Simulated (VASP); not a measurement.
# TaC2 (P-3m1) in VASP: relaxation of cell and atoms with PBE

Aim: the relaxation of cell and atoms of TaC2 with PBE.

All numbers are computed with VASP 6.6.1; they aren't measurements. Logs are shortened: lines on timing, memory, paths and dates and some standing lists are left out, and cuts for length are marked.

## (1) The cell of the first run

Symmetry: P-3m1, No. 164, trigonal system. The conventional cell has a = 2.981 Å, b = 2.981 Å, c = 5.061 Å, α = 90.00°, β = 90.00°, γ = 120.00°. Ta (site symmetry -3m) has 6 C at 2.15 Å within 2.8 Å. Within 2.8 Å of C (site symmetry 3m) lie 3 Ta at 2.15 Å.

The cell was generated, and may not be a known phase.

## (2) Relaxation of cell and atoms, PBE

INCAR reads:

```
PREC     = Accurate       # precision mode
ENCUT    = 1300           # plane-wave cutoff, eV
EDIFF    = 1E-7           # SCF threshold, eV
ISMEAR   = 0              # smearing method
SIGMA    = 0.1            # smearing width, eV
LREAL    = False          # projectors in reciprocal space
LASPH    = True           # aspherical terms in the spheres
NELM     = 120            # most SCF steps
ALGO     = Normal         # electronic algorithm
ISIF     = 3              # what is computed and relaxed
LWAVE    = False          # write WAVECAR
LCHARG   = False          # write CHGCAR
GGA      = PE             # functional
IBRION   = 2              # ionic algorithm
NSW      = 90             # ionic steps
EDIFFG   = -0.04          # ionic threshold
GGA_COMPAT= False        
NELMIN   = 4
```

KPOINTS reads:

```
regular mesh
0
Gamma
  6 6 4
```

POSCAR reads:

```
TaC2
1.0
    2.9805074300      0.0000000000      0.0000000000
   -1.4902537100      2.5811951500      0.0000000000
    0.0000000000      0.0000000000      5.0607912500
Ta C
1 2
Direct
    0.0000000000      0.0000000000      0.0000000000
    0.3333333300      0.6666666700      0.2552000000
    0.6666666700      0.3333333300      0.7448000000
```

Potentials or basis: VASP PAW PBE potentials, release 64 (Ta_sv_GW, C_h).

On the command line:

```sh
$ cat potpaw_PBE.64/Ta_sv_GW/POTCAR potpaw_PBE.64/C_h/POTCAR > POTCAR
$ mpirun -np 1 vasp_std > vasp.out
```

OUTCAR:

```text
PREC = Accurate
   ENCUT = 1300
   EDIFF = 1E-7
   ISMEAR = 0
   LREAL = False
   LASPH = True
   NELM = 120
   ISIF = 3
   GGA = PE
   IBRION = 2
   NSW = 90
   EDIFFG = -0.04
   NELMIN = 4

 ion  position               nearest neighbor table
   1  0.000  0.000  0.000-   2 2.15   3 2.15   2 2.15   3 2.15   3 2.15   2 2.15
   2  0.333  0.667  0.255-   1 2.15   1 2.15   1 2.15
   3  0.667  0.333  0.745-   1 2.15   1 2.15   1 2.15

  LATTYP: Found a hexagonal cell.
 ALAT       =     2.9805074300
 C/A-ratio  =     1.6979629707

  Lattice vectors:

 A1 = (   2.9805074300,   0.0000000000,   0.0000000000)
 A2 = (  -1.4902537100,   2.5811951500,   0.0000000000)
 A3 = (   0.0000000000,   0.0000000000,   5.0607912500)

Analysis of symmetry for initial positions (statically):
=====================================================================
 Subroutine PRICEL returns:
 Original cell was already a primitive cell.

 Routine SETGRP: Setting up the symmetry group for a
 hexagonal supercell.

 Subroutine GETGRP returns: Found 12 space group operations
 (whereof 12 operations were pure point group operations)
 out of a pool of 24 trial point group operations.

The static configuration has the point symmetry D_3d.

Analysis of symmetry for dynamics (positions and initial velocities):
=====================================================================
 Subroutine PRICEL returns:
 Original cell was already a primitive cell.

 Routine SETGRP: Setting up the symmetry group for a
 hexagonal supercell.

 Subroutine GETGRP returns: Found 12 space group operations
 (whereof 12 operations were pure point group operations)
 out of a pool of 24 trial point group operations.

The dynamic configuration has the point symmetry D_3d.

 Subroutine INISYM returns: Found 12 space group operations
 (whereof 12 operations are pure point group operations),
 and found     1 'primitive' translations

----------------------------------------------------------------------------------------

                                     Primitive cell

  volume of cell :      38.9340

  direct lattice vectors                    reciprocal lattice vectors
     2.980507430  0.000000000  0.000000000     0.335513339  0.193708716  0.000000000
    -1.490253710  2.581195150  0.000000000     0.000000000  0.387417433  0.000000000
     0.000000000  0.000000000  5.060791250     0.000000000  0.000000000  0.197597559

  length of vectors
     2.980507430  2.980507427  5.060791250     0.387417433  0.387417433  0.197597559

  position of ions in fractional coordinates (direct lattice)
     0.000000000  0.000000000  0.000000000
     0.333333330  0.666666670  0.255200000
     0.666666670  0.333333330  0.744800000

  ion indices of the primitive-cell ions
   primitive index   ion index
                 1           1
                 2           2
                 3           3

----------------------------------------------------------------------------------------

 KPOINTS: regular mesh

Automatic generation of k-mesh.
 Grid dimensions read from file:
 generate k-points for:    6    6    4

 Generating k-lattice:

  Cartesian coordinates                     Fractional coordinates (reciprocal lattice)
     0.055918890  0.032284786  0.000000000     0.166666667 -0.000000000  0.000000000
     0.000000000  0.064569572  0.000000000     0.000000000  0.166666667  0.000000000
     0.000000000  0.000000000  0.049399390     0.000000000  0.000000000  0.250000000

  Length of vectors
     0.064569572  0.064569572  0.049399390

  Shift w.r.t. Gamma in fractional coordinates (k-lattice)
     0.000000000  0.000000000  0.000000000

 Subroutine IBZKPT returns following result:
 ===========================================

 Found     24 irreducible k-points:

 Following reciprocal coordinates:
            Coordinates               Weight
  0.000000  0.000000  0.000000      1.000000
  0.166667 -0.000000  0.000000      6.000000
  0.333333 -0.000000  0.000000      6.000000
  0.500000 -0.000000  0.000000      3.000000
  0.166667  0.166667  0.000000      6.000000
  0.333333  0.166667  0.000000     12.000000
[... 16 lines left out ...]
  0.333333  0.166667  0.500000     12.000000
  0.333333  0.333333  0.500000      2.000000
   k-points           NKPTS =     24   k-points in BZ     NKDIM =     24   number of bands    NBANDS=     14
   number of dos      NEDOS =    301   number of ions     NIONS =      3
   total plane-waves  NPLWV =  77760
   dimension x,y,z NGX =    36 NGY =   36 NGZ =   60
   dimension x,y,z NGXF=    72 NGYF=   72 NGZF=  120
   ions per type =               1   2
   NGX,Y,Z   is equivalent  to a cutoff of  20.08, 20.08, 19.71 a.u.
   NGXF,Y,Z  is equivalent  to a cutoff of  40.16, 40.16, 39.42 a.u.
 SYSTEM =  unknown system
   PREC   = accura    normal or accurate (medium, high low for compatibility)
   ISTART =      0    job   : 0-new  1-cont  2-samecut
   ICHARG =      2    charge: 1-file 2-atom 10-const
   ISPIN  =      1    spin polarized calculation?
   LNONCOLLINEAR =      F non collinear calculations
   LSORBIT =      F    spin-orbit coupling
   LASPH  =      T    aspherical Exc in radial PAW
   ENCUT  = 1300.0 eV  95.55 Ry    9.77 a.u.   8.76  8.76 14.88*2*pi/ulx,y,z
   NELM   =    120;   NELMIN=  4; NELMDL= -5     # of ELM steps
   EDIFF  = 0.1E-06   stopping-criterion for ELM
   LREAL  =      F    real-space projection
   EDIFFG = -.4E-01   stopping-criterion for IOM
   NSW    =     90    number of steps for IOM
   IBRION =      2    ionic relax: 0-MD 1-quasi-New 2-CG
   NFREE  =      1    steps in history (QN), initial steepest desc. (CG)
   ISIF   =      3    stress and relaxation
   ISYM   =      2    0-nonsym 1-usesym 2-fastsym
   POTIM  = 0.5000    time-step for ionic-motion
   TEBEG  =    0.0;   TEEND  =   0.0 temperature during run
   PSTRESS=    0.0 pullay stress
   NELECT =      21.0000    total number of electrons
   NUPDOWN=      -1.0000    fix difference up-down
   EMIN   =  10.00;   EMAX   =-10.00  energy-range for DOS
   EFERMI =   0.00;   METHOD = LEGACY
   ISMEAR =     0;   SIGMA  =   0.10  broadening in eV -4-tet -1-fermi 0-gaus
   EFERMI_NEDOS =   21; number of points for ismear=-14 and -15
   IALGO  =     38    algorithm
   IMIX   =      4    mixing-type and parameters
     AMIX     =   0.40;   BMIX     =  1.00
     AMIX_MAG =   1.60;   BMIX_MAG =  1.00
  volume/ion in A,a.u.               =      12.98        87.58
  Fermi-wavevector in a.u.,A,eV,Ry     =   1.332615  2.518278 24.162088  1.775863
  Thomas-Fermi vector in A             =   2.461537
   LORBIT       =      0    0 simple, 1 ext, 2 COOP (PROOUT), +10 PAW based schemes
   GGA     = PE    functional components
   LHFCALC =     F    Hartree Fock is set to
   AEXX    =    0.0000 exact exchange contribution
   IVDW    =     0    specifies the selected vdW correction
   LEPSILON=     F    determine dielectric tensor
   LRPA    =     F    only Hartree local field effects (RPA)
 conjugate gradient relaxation of ions
 non-spin polarized calculation
 Gauss-broadening in eV      SIGMA  =   0.10
  energy-cutoff  :     1300.00
  volume of cell :       38.93
 maximum number of plane-waves:      4164
 NGX is ok and might be reduce to    36
   NGX = 17   NGY = 17   NGZ = 29

--------------------------------------- Ionic step        1  -------------------------------------------

 number of electron      21.0000000 magnetization

 Free energy of the ion-electron system (eV)
  ---------------------------------------------------
  ext. energy  EPLUGINS =         0.00000000
  ---------------------------------------------------
  free energy    TOTEN  =       -27.32557615 eV

  energy without entropy =      -27.31990132  energy(sigma->0) =      -27.32273874

------------------------ aborting loop because EDIFF is reached ----------------------------------------

  FORCE on cell =-STRESS in cart. coord.  units (eV):
  Direction    XX          YY          ZZ          XY          YZ          ZX
  --------------------------------------------------------------------------------------
  -------------------------------------------------------------------------------------
  Total        5.0640974      5.0640974     -2.6990756      0.0000000      0.0000000      0.0000000
  in kB      208.3930174    208.3930173   -111.0698421      0.0000004      0.0000000      0.0000000
  external PRESSURE =     101.9053975 kB  Pullay stress =       0.0000000 kB
[... 92 lines left out ...]
  FREE ENERGIE OF THE ION-ELECTRON SYSTEM (eV)
  ---------------------------------------------------
  free  energy   TOTEN  =       -27.7729525755 eV

  energy  without entropy=      -27.7649584337  energy(sigma->0) =      -27.76895550

[... ionic steps 4 to 27 ...]

--------------------------------------- Ionic step       28  -------------------------------------------

 number of electron      21.0000000 magnetization

------------------------ aborting loop because EDIFF is reached ----------------------------------------

  FORCE on cell =-STRESS in cart. coord.  units (eV):
  Direction    XX          YY          ZZ          XY          YZ          ZX
  --------------------------------------------------------------------------------------
  -------------------------------------------------------------------------------------
  Total        0.0226293      0.0226293     -0.0049513      0.0000000      0.0000000     -0.0000000
  in kB        0.7621546      0.7621546     -0.1667587      0.0000000      0.0000000     -0.0000000
  external PRESSURE =       0.4525168 kB  Pullay stress =       0.0000000 kB
[... 59 lines left out ...]
  energy  without entropy=      -27.9549281498  energy(sigma->0) =      -27.95677486

--------------------------------------- Ionic step       30  -------------------------------------------

 number of electron      21.0000000 magnetization

 Free energy of the ion-electron system (eV)
  ---------------------------------------------------
  ext. energy  EPLUGINS =         0.00000000
  ---------------------------------------------------
  free energy    TOTEN  =       -27.95883218 eV

  energy without entropy =      -27.95514739  energy(sigma->0) =      -27.95698979

 E-fermi :   3.7510     XC(G=0): -10.0894

 val. band max:        3.6417251744   @ k =   0.3333   0.3333   0.2500
 cond. band min:       3.7988951896   @ k =   0.3333   0.3333   0.5000
 fundamental gap:      0.1571700152
 Fermi energy:         3.7509806431

 k-point     1 :       0.0000    0.0000    0.0000
  band No.  band energies     occupation
      1     -63.4484      2.00000
      2     -29.9213      2.00000
      3     -29.8052      2.00000
      4     -29.8052      2.00000
      5      -8.2364      2.00000
      6      -4.0435      2.00000
      7      -0.0002      2.00000
      8       0.5010      2.00000
      9       0.5010      2.00000
     10       5.3178      0.00000
     11       5.7500      0.00000
     12       5.7500      0.00000
     13       6.2625      0.00000
     14       6.2625      0.00000
[... 419 lines left out ...]
  FREE ENERGIE OF THE ION-ELECTRON SYSTEM (eV)
  ---------------------------------------------------
  free  energy   TOTEN  =       -27.9588321786 eV

  energy  without entropy=      -27.9551473949  energy(sigma->0) =      -27.95698979

 reached required accuracy - stopping structural energy minimisation
```

Run time: 12 min. Hardware: 1 thread of Intel Xeon 6975P-C (Granite Rapids), shared host; peak memory 0.36 GiB.

Results:

* Free energy: -27.9588 eV
* Relaxed volume: 15.89 Å³/atom
* Relaxed cell: a = 3.223 Å, b = 3.223 Å, c = 5.298 Å, α = 90.00°, β = 90.00°, γ = 120.00°
* Space group after relaxing (to 0.1 Å): P-3m1 (No. 164)
* Energy gained by relaxing: 211.1 meV/atom
* Ionic steps: 30
* Pressure after relaxing: 0.1 GPa
* Largest force after relaxing: 0.030 eV/Å
* Band gap on the k mesh: zero (an odd number of electrons rules out a gap without spin polarisation)

Forces in eV/Å, atoms in the order of the input:
```
Ta   0.000  0.000  0.000
C    0.000  0.000 -0.030
C    0.000  0.000  0.030
```

The path:
```tsv
step	energy change (eV)	largest force (eV/Å)	pressure (GPa)	volume (Å³)
1	0.0000	1.0686	10.19	38.93
2	-0.4434	1.4186	-9.84	43.56
3	-0.4474	1.3985	-8.17	43.03
4	-0.5440	0.5886	6.87	40.67
5	-0.5809	0.1255	0.81	41.52
6	-0.5809	0.0991	1.03	41.49
7	-0.5839	0.1182	0.17	41.88
8	-0.5847	0.1382	-0.64	42.21
9	-0.5866	0.0931	-0.27	42.31
10	-0.5898	0.0087	0.90	42.53
11	-0.5909	0.2240	2.25	42.97
12	-0.5914	0.1566	1.79	42.84
13	-0.5924	0.1607	1.65	42.96
14	-0.5954	0.1759	1.53	43.33
15	-0.5998	0.2204	1.34	44.06
16	-0.6013	0.3354	0.98	45.56
17	-0.6086	0.2275	0.00	46.06
18	-0.6164	0.0070	-1.90	47.15
19	-0.6262	0.0166	-0.91	47.18
20	-0.6315	0.0362	0.18	47.20
21	-0.6254	0.0667	2.51	47.22
22	-0.6321	0.0452	0.84	47.21
23	-0.6318	0.0494	1.08	47.21
24	-0.6321	0.0469	0.87	47.21
25	-0.6321	0.0463	0.81	47.21
26	-0.6328	0.0475	0.25	47.49
27	-0.6328	0.0438	0.30	47.48
28	-0.6330	0.0521	0.05	47.57
29	-0.6330	0.0585	-0.12	47.64
30	-0.6333	0.0298	0.08	47.66
```

Final structure:
```
Ta C
1.0
     3.22304    0.00000    0.00000
    -1.61152    2.79123    0.00000
     0.00000    0.00000    5.29777
Ta C
1 2
Cartesian
  0.0000 0.0000 0.0000
  0.0000 1.8608 1.0767
  1.6115 0.9304 4.2210
```

Caveat: the k points lie up to 0.38 Å⁻¹ apart in the final cell, too coarse for converged energies and pressures of a metal; the volume moved by over 15 % at a fixed basis, so the end points are rough; spin-orbit coupling is left out, which moves the levels of the heavy elements; an odd number of electrons without spin polarisation forces a metal; a magnetic or distorted state may lie lower.

The gap in the log of VASP goes by the Fermi energy; the results here count the filled bands.